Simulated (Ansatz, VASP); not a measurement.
Co in VASP and in Ansatz

```
CELL_PARAMETERS angstrom
2.33245 0.00000 0.00000
-1.16623 2.01996 0.00000
0.00000 0.00000 8.16396
ATOMIC_POSITIONS crystal
Co 0.00000 0.00000 0.00000
Co 0.33333 0.66667 0.25000
Co 0.00000 0.00000 0.50000
Co 0.66667 0.33333 0.75000
```

Change from the starting cell: strain -0.050 along x and y, +0.025 along z, atoms carried along.

Alike in both runs: task single point; functional PBEsol; k mesh 24 × 24 × 6; occupations gaussian, width 0.15 eV; collinear spin.

```csv
,VASP,Ansatz
version,VASP 6.6.1,Ansatz 0.2.0
potentials or method,"VASP PAW PBE potentials, release 64 (Co), cutoff 520 eV","scalar-relativistic, plane waves, PAW"
valence electrons in the cell,36,68
```

```csv
,VASP,Ansatz,Ansatz less VASP
gap on the k mesh at the Fermi level (eV),none,none,-
pressure (GPa),23.9,25.3,+1.44
"traceless stress, the component that is largest in VASP (GPa)",-22.34,-22.93,-0.594
net moment per atom (μB),1.55,1.55,+0.005
size of the moment on the site where the two differ most (μB),1.55,1.61,+0.063
```

VASP's potentials were made for PBE, not for PBEsol. Site moments also hang on the region over which each program counts them. A gap of «none» marks a metal or a gap that the smearing closes. VASP's potentials hold 36 valence electrons a cell and Ansatz's 68, so a difference there can come from the potentials and not from the codes.
